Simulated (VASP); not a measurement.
Here is a VASP 6.6.1 calculation.

File INCAR:

```
SYSTEM = Bi
PREC = Accurate
ENCUT = 520
EDIFF = 1E-6
ISMEAR = -1
SIGMA = 0.1
LREAL = .False.
LASPH = .True.
NELM = 60
ALGO = Normal
ISIF = 2
LWAVE = .False.
LCHARG = .True.
GGA = PS
LELF = .True.
LVHAR = .True.
NBANDS = 22
```

The input KPOINTS:

```
regular mesh
0
Gamma
  9 9 9
  0 0 0
```

POSCAR

```
Bi
1.0
    0.0000000000      3.5857489667      3.5857489667
    3.5857489667      0.0000000000      3.5857489667
    3.5857489667      3.5857489667      0.0000000000
Bi
2
Direct
    0.1250000000      0.1250000000      0.1250000000
    0.8750000000      0.8750000000      0.8750000000
```

Potentials or basis: VASP PAW PBE potentials, release 64 (Bi_d).

Command:

```sh
$ cat potpaw_PBE.64/Bi_d/POTCAR > POTCAR
$ mpirun -np 1 vasp_std > vasp.out
```

What does it give for the pressure?

-0.1 GPa.

Predict the band gap on the k mesh.

zero (bands 15 and 16 overlap by 0.67 eV).

Caveat: the PAW data sets were made with another functional, which shifts forces and pressure a little; spin-orbit coupling is left out, which moves the levels of the heavy elements.
